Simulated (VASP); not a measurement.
# HF (Fmmm) in VASP: further runs

Runs on HF. Level: PBEsol. Tasks: single point.

Program: VASP 6.6.1. These are calculated values, not measurements. Logs are shortened: lines on timing, memory, paths and dates and some standing lists are left out, and cuts for length are marked.

## 1. The cell of the first run

Symmetry: Fmmm, No. 69, orthorhombic system. Conventional cell: a = 4.074 Å, b = 4.317 Å, c = 4.753 Å, α = 90.00°, β = 90.00°, γ = 90.00°. Within 2.7 Å of H (site symmetry mmm) lie 6 F at 2.04 to 2.38 Å. F (site symmetry mmm) has 6 H at 2.04 to 2.38 Å within 2.7 Å.

## 2. Single point, PBEsol (Cl replaced by F, lengths x 0.797, strained)

The input, INCAR:

```
SYSTEM = HF
  ALGO = Normal
  EDIFF = 1E-6
  ENCUT = 520
  GGA = PS
  ISIF = 2
  ISMEAR = 0
  LASPH = .True.
  LCHARG = .True.
  LELF = .True.
  LREAL = .False.
  LVHAR = .True.
  LWAVE = .False.
  NBANDS = 11
  NELM = 80
  PREC = Accurate
  SIGMA = 0.1
```

The input, KPOINTS:

```
k-points
0
Gamma
  8 8 8
  0 0 0
```

The input, POSCAR:

```
HF
1.0
    0.0000000000      2.1583911278      2.3762598617
    2.0370081767      0.0000000000      2.3762598617
    2.0370081767      2.1583911278      0.0000000000
H F
1 1
Direct
    0.0000000000      0.0000000000      0.0000000000
    0.5000000000      0.5000000000      0.5000000000
```

Potentials or basis: VASP PAW PBE potentials, release 64 (H, F).

Started as:

```
> cat potpaw_PBE.64/H/POTCAR potpaw_PBE.64/F/POTCAR > POTCAR
> mpirun -np 1 vasp_std > vasp.out
```

OUTCAR:

```text
SYSTEM = HF
   EDIFF = 1E-6
   ENCUT = 520
   GGA = PS
   ISIF = 2
   ISMEAR = 0
   LASPH = .True.
   LREAL = .False.
   NELM = 80
   PREC = Accurate

 ion  position               nearest neighbor table
   1  0.000  0.000  0.000-
   2  0.500  0.500  0.500-

  LATTYP: Found a face centered orthorhombic cell.
 ALAT       =     4.0740163534
 B/A-ratio  =     1.0595888384
 C/A-ratio  =     1.1665440958

  Lattice vectors:

 A1 = (   0.0000000000,   2.1583911278,   2.3762598617)
 A2 = (   2.0370081767,   0.0000000000,   2.3762598617)
 A3 = (   2.0370081767,   2.1583911278,   0.0000000000)

Analysis of symmetry for initial positions (statically):
=====================================================================
 Subroutine PRICEL returns:
 Original cell was already a primitive cell.

 Routine SETGRP: Setting up the symmetry group for a
 face centered orthorhombic supercell.

 Subroutine GETGRP returns: Found  8 space group operations
 (whereof  8 operations were pure point group operations)
 out of a pool of  8 trial point group operations.

The static configuration has the point symmetry D_2h.

Analysis of symmetry for dynamics (positions and initial velocities):
=====================================================================
 Subroutine PRICEL returns:
 Original cell was already a primitive cell.

 Routine SETGRP: Setting up the symmetry group for a
 face centered orthorhombic supercell.

 Subroutine GETGRP returns: Found  8 space group operations
 (whereof  8 operations were pure point group operations)
 out of a pool of  8 trial point group operations.

The dynamic configuration has the point symmetry D_2h.

 Subroutine INISYM returns: Found  8 space group operations
 (whereof  8 operations are pure point group operations),
 and found     1 'primitive' translations

----------------------------------------------------------------------------------------

                                     Primitive cell

  volume of cell :      20.8952

  direct lattice vectors                    reciprocal lattice vectors
     0.000000000  2.158391128  2.376259862    -0.245458023  0.231654029  0.210414698
     2.037008177  0.000000000  2.376259862     0.245458023 -0.231654029  0.210414698
     2.037008177  2.158391128  0.000000000     0.245458023  0.231654029 -0.210414698

  length of vectors
     3.210181177  3.129858342  2.967836682     0.397728016  0.397728016  0.397728016

  position of ions in fractional coordinates (direct lattice)
     0.000000000  0.000000000  0.000000000
     0.500000000  0.500000000  0.500000000

  ion indices of the primitive-cell ions
   primitive index   ion index
                 1           1
                 2           2

----------------------------------------------------------------------------------------

 KPOINTS: k-points

Automatic generation of k-mesh.
 Grid dimensions read from file:
 generate k-points for:    8    8    8

 Generating k-lattice:

  Cartesian coordinates                     Fractional coordinates (reciprocal lattice)
    -0.030682253  0.028956754  0.026301837     0.125000000  0.000000000  0.000000000
     0.030682253 -0.028956754  0.026301837     0.000000000  0.125000000 -0.000000000
     0.030682253  0.028956754 -0.026301837     0.000000000 -0.000000000  0.125000000

  Length of vectors
     0.049716002  0.049716002  0.049716002

  Shift w.r.t. Gamma in fractional coordinates (k-lattice)
     0.000000000  0.000000000  0.000000000

 Subroutine IBZKPT returns following result:
 ===========================================

 Found     95 irreducible k-points:

 Following reciprocal coordinates:
            Coordinates               Weight
  0.000000  0.000000  0.000000      1.000000
  0.125000  0.000000  0.000000      8.000000
  0.250000  0.000000  0.000000      8.000000
  0.375000 -0.000000  0.000000      8.000000
  0.500000  0.000000  0.000000      4.000000
  0.125000  0.125000  0.000000      2.000000
[... 16 lines left out ...]
  0.250000  0.000000  0.125000      8.000000
  0.375000 -0.000000  0.125000      8.000000
 [... further k-points ...]
   k-points           NKPTS =     95   k-points in BZ     NKDIM =     95   number of bands    NBANDS=     11
   number of dos      NEDOS =    301   number of ions     NIONS =      2
   total plane-waves  NPLWV =  13824
   dimension x,y,z NGX =    24 NGY =   24 NGZ =   24
   dimension x,y,z NGXF=    48 NGYF=   48 NGZF=   48
   ions per type =               1   1
   NGX,Y,Z   is equivalent  to a cutoff of  12.43, 12.75, 13.44 a.u.
   NGXF,Y,Z  is equivalent  to a cutoff of  24.86, 25.50, 26.89 a.u.
 SYSTEM =  HF
   PREC   = accura    normal or accurate (medium, high low for compatibility)
   ISTART =      0    job   : 0-new  1-cont  2-samecut
   ICHARG =      2    charge: 1-file 2-atom 10-const
   ISPIN  =      1    spin polarized calculation?
   LNONCOLLINEAR =      F non collinear calculations
   LSORBIT =      F    spin-orbit coupling
   LASPH  =      T    aspherical Exc in radial PAW
   ENCUT  =  520.0 eV  38.22 Ry    6.18 a.u.   5.97  5.82  5.52*2*pi/ulx,y,z
   NELM   =     80;   NELMIN=  2; NELMDL= -5     # of ELM steps
   EDIFF  = 0.1E-05   stopping-criterion for ELM
   LREAL  =      F    real-space projection
   EDIFFG = 0.1E-04   stopping-criterion for IOM
   NSW    =      0    number of steps for IOM
   IBRION =     -1    ionic relax: 0-MD 1-quasi-New 2-CG
   NFREE  =      0    steps in history (QN), initial steepest desc. (CG)
   ISIF   =      2    stress and relaxation
   ISYM   =      2    0-nonsym 1-usesym 2-fastsym
   POTIM  = 0.5000    time-step for ionic-motion
   TEBEG  =    0.0;   TEEND  =   0.0 temperature during run
   PSTRESS=    0.0 pullay stress
   NELECT =       8.0000    total number of electrons
   NUPDOWN=      -1.0000    fix difference up-down
   EMIN   =  10.00;   EMAX   =-10.00  energy-range for DOS
   EFERMI =   0.00;   METHOD = LEGACY
   ISMEAR =     0;   SIGMA  =   0.10  broadening in eV -4-tet -1-fermi 0-gaus
   EFERMI_NEDOS =   21; number of points for ismear=-14 and -15
   IALGO  =     38    algorithm
   IMIX   =      4    mixing-type and parameters
     AMIX     =   0.40;   BMIX     =  1.00
     AMIX_MAG =   1.60;   BMIX_MAG =  1.00
  volume/ion in A,a.u.               =      10.45        70.50
  Fermi-wavevector in a.u.,A,eV,Ry     =   1.188746  2.246405 19.226637  1.413118
  Thomas-Fermi vector in A             =   2.324869
   LORBIT       =      0    0 simple, 1 ext, 2 COOP (PROOUT), +10 PAW based schemes
   GGA     = PS    functional components
   LHFCALC =     F    Hartree Fock is set to
   AEXX    =    0.0000 exact exchange contribution
   IVDW    =     0    specifies the selected vdW correction
   LEPSILON=     F    determine dielectric tensor
   LRPA    =     F    only Hartree local field effects (RPA)
 non-spin polarized calculation
 Gauss-broadening in eV      SIGMA  =   0.10
  energy-cutoff  :      520.00
  volume of cell :       20.90
 maximum number of plane-waves:       584
   NGX = 11   NGY = 11   NGZ = 11

 number of electron       7.9999993 magnetization

 Free energy of the ion-electron system (eV)
  ---------------------------------------------------
  ext. energy  EPLUGINS =         0.00000000
  ---------------------------------------------------
  free energy    TOTEN  =        -4.81479297 eV

  energy without entropy =       -4.81479290  energy(sigma->0) =       -4.81479293

 E-fermi :  -4.1579     XC(G=0):  -8.5548

 val. band max:       -4.4431153204   @ k =   0.0000   0.0000   0.0000
 cond. band min:      -3.8753017793   @ k =   0.0000   0.0000   0.0000
 fundamental gap:      0.5678135411
 Fermi energy:        -4.1579394670

 k-point     1 :       0.0000    0.0000    0.0000
  band No.  band energies     occupation
      1     -24.0247      2.00000
      2      -4.7402      2.00000
      3      -4.5521      2.00000
      4      -4.4431      1.99994
      5      -3.8753      0.00006
      6      12.8914      0.00000
      7      18.7481      0.00000
      8      19.1667      0.00000
      9      19.4914      0.00000
     10      19.8756      0.00000
     11      20.8099      0.00000

 k-point     2 :       0.1250    0.0000    0.0000
  band No.  band energies     occupation
      1     -23.9723      2.00000
      2      -5.5983      2.00000
      3      -4.6406      2.00000
      4      -4.5132      2.00000
      5      -2.8082      0.00000
      6      12.0646      0.00000
      7      16.6403      0.00000
      8      17.7067      0.00000
      9      19.2986      0.00000
     10      20.6270      0.00000
     11      21.3492      0.00000

 k-point     3 :       0.2500    0.0000    0.0000
  band No.  band energies     occupation
      1     -23.8433      2.00000
      2      -6.6348      2.00000
      3      -4.6573      2.00000
      4      -4.6116      2.00000
      5      -1.4825      0.00000
      6      10.0201      0.00000
      7      15.1699      0.00000
      8      16.1426      0.00000
      9      18.2313      0.00000
     10      21.7641      0.00000
     11      22.5134      0.00000

 k-point     4 :       0.3750   -0.0000    0.0000
  band No.  band energies     occupation
      1     -23.7106      2.00000
      2      -7.3403      2.00000
      3      -4.7124      2.00000
      4      -4.6655      2.00000
      5      -0.3734      0.00000
      6       8.0683      0.00000
      7      14.8041      0.00000
      8      15.0664      0.00000
      9      17.2808      0.00000
     10      22.8322      0.00000
     11      24.2023      0.00000
[... 239 lines left out ...]
 k-point    22 :       0.1250    0.0000    0.1250
  band No.  band energies     occupation
      1     -23.9526      2.00000
      2      -5.6149      2.00000
      3      -4.8528      2.00000
      4      -4.4934      2.00000
      5      -2.6081      0.00000
      6      12.0176      0.00000
      7      16.9713      0.00000
      8      17.1517      0.00000
      9      17.8173      0.00000
     10      19.4293      0.00000
     11      22.9303      0.00000

 k-point    23 :       0.2500    0.0000    0.1250
  band No.  band energies     occupation
      1     -23.8477      2.00000
      2      -6.3649      2.00000
      3      -4.8577      2.00000
      4      -4.5789      2.00000
      5      -1.7152      0.00000
      6      10.6555      0.00000
      7      14.4688      0.00000
      8      16.7033      0.00000
      9      18.6705      0.00000
     10      19.1480      0.00000
     11      24.4841      0.00000

 k-point    24 :       0.3750   -0.0000    0.1250
  band No.  band energies     occupation
      1     -23.7168      2.00000
      2      -7.0491      2.00000
      3      -4.8458      2.00000
      4      -4.7057      2.00000
      5      -0.7809      0.00000
      6       8.8938      0.00000
      7      13.2751      0.00000
      8      16.0068      0.00000
      9      18.1991      0.00000
     10      21.1589      0.00000
     11      24.7943      0.00000

 [... further k-points ...]
[... 5 lines left out ...]
  --------------------------------------------------------------------------------------
  -------------------------------------------------------------------------------------
  Total       -4.4743055     -3.2204373     -1.8274007      0.0000000      0.0000000      0.0000000
  in kB     -343.0752369   -246.9326888   -140.1191616      0.0000000      0.0000000      0.0000000
  external PRESSURE =    -243.3756958 kB  Pullay stress =       0.0000000 kB

 VOLUME and BASIS-vectors are now :
 -----------------------------------------------------------------------------
  energy-cutoff  :      520.00
  volume of cell :       20.90
      direct lattice vectors                 reciprocal lattice vectors
     0.000000000  2.158391128  2.376259862    -0.245458023  0.231654029  0.210414698
     2.037008177  0.000000000  2.376259862     0.245458023 -0.231654029  0.210414698
     2.037008177  2.158391128  0.000000000     0.245458023  0.231654029 -0.210414698

 POSITION                                       TOTAL-FORCE (eV/Angst)
 -----------------------------------------------------------------------------------
      0.00000      0.00000      0.00000        -0.000000      0.000000      0.000000
      2.03701      2.15839      2.37626         0.000000     -0.000000      0.000000
 -----------------------------------------------------------------------------------
    total drift:                               -0.000000     -0.000000      0.000000

  FREE ENERGIE OF THE ION-ELECTRON SYSTEM (eV)
  ---------------------------------------------------
  free  energy   TOTEN  =        -4.8147929729 eV

  energy  without entropy=       -4.8147928968  energy(sigma->0) =       -4.81479293
```

Run time: 8.3 s. Hardware: 1 thread of Intel Xeon Platinum 8375C at 2.90GHz (Ice Lake), shared host; peak memory 0.14 GiB.

What came out:

```yaml
Free_energy: -4.8148 eV
Pressure: -24.3 GPa
Band_gap_on_the_k_mesh: 0.57 eV, direct
```

Levels at points of the mesh, in eV from the valence-band top:
| k point | band 1 | band 2 | band 3 | band 4 | band 5 | band 6 | band 7 | band 8 |
| --- | --- | --- | --- | --- | --- | --- | --- | --- |
| (0.00, 0.00, 0.00) | -19.58 | -0.30 | -0.11 | 0.00 | 0.57 | 17.33 | 23.19 | 23.61 |
| (0.50, 0.00, 0.00) | -19.21 | -3.15 | -0.31 | -0.23 | 4.55 | 11.71 | 19.13 | 19.23 |
| (0.50, 0.50, 0.00) | -19.22 | -1.71 | -0.70 | -0.43 | 2.01 | 13.12 | 17.95 | 21.18 |
| (0.50, 0.00, 0.50) | -19.09 | -1.80 | -1.04 | -0.36 | 2.12 | 14.50 | 16.99 | 19.60 |
| (0.00, 0.50, 0.50) | -19.05 | -1.83 | -0.97 | -0.54 | 2.17 | 15.46 | 16.21 | 19.05 |

Caveat: the cell differs from its parent crystal (Cl replaced by F, lengths x 0.797, strained); the PAW data sets were made with another functional, which shifts forces and pressure a little.

## 3. Single point, PBEsol (Cl replaced by F, lengths x 0.797, strained)

The input, INCAR:

```
  PREC = Accurate
  ENCUT = 520
  EDIFF = 1E-6
  ISMEAR = 0
  SIGMA = 0.02
  LREAL = False
  LASPH = True
  NELM = 100
  ALGO = Normal
  ISIF = 2
  LWAVE = False
  LCHARG = False
  GGA = PS
  NBANDS = 11
```

The input, KPOINTS:

```
regular mesh
0
Gamma
  14 14 14
```

POSCAR is that of step 2.

Potentials or basis: VASP PAW PBE potentials, release 64 (H, F).

Started as:

```
> cat potpaw_PBE.64/H/POTCAR potpaw_PBE.64/F/POTCAR > POTCAR
> mpirun -np 1 vasp_std > vasp.out
```

It took 31 s on 1 thread of Intel Xeon Platinum 8375C at 2.90GHz (Ice Lake), shared host; peak memory 0.2 GiB.

The run converged. Its results:

```
Free energy            : -4.8152 eV
Pressure               : -24.3 GPa
Band gap on the k mesh : 0.57 eV, direct
```

Stress tensor (GPa, compression positive):
```
-34.31   0.00   0.00
  0.00 -24.69   0.00
  0.00   0.00 -14.02
```

Levels at points of the mesh, in eV from the valence-band top:
| k point | band 1 | band 2 | band 3 | band 4 | band 5 | band 6 | band 7 | band 8 |
| --- | --- | --- | --- | --- | --- | --- | --- | --- |
| (0.00, 0.00, 0.00) | -19.58 | -0.30 | -0.11 | 0.00 | 0.57 | 17.34 | 23.19 | 23.61 |
| (0.50, 0.00, 0.00) | -19.21 | -3.15 | -0.31 | -0.23 | 4.55 | 11.71 | 19.13 | 19.23 |
| (0.50, 0.50, 0.00) | -19.22 | -1.71 | -0.70 | -0.43 | 2.01 | 13.12 | 17.96 | 21.18 |
| (0.50, 0.00, 0.50) | -19.09 | -1.80 | -1.04 | -0.36 | 2.12 | 14.50 | 16.99 | 19.60 |
| (0.00, 0.50, 0.50) | -19.05 | -1.82 | -0.97 | -0.54 | 2.17 | 15.46 | 16.22 | 19.05 |

Caveat: the cell differs from its parent crystal (Cl replaced by F, lengths x 0.797, strained); the PAW data sets were made with another functional, which shifts forces and pressure a little. A k mesh can miss the band edges.
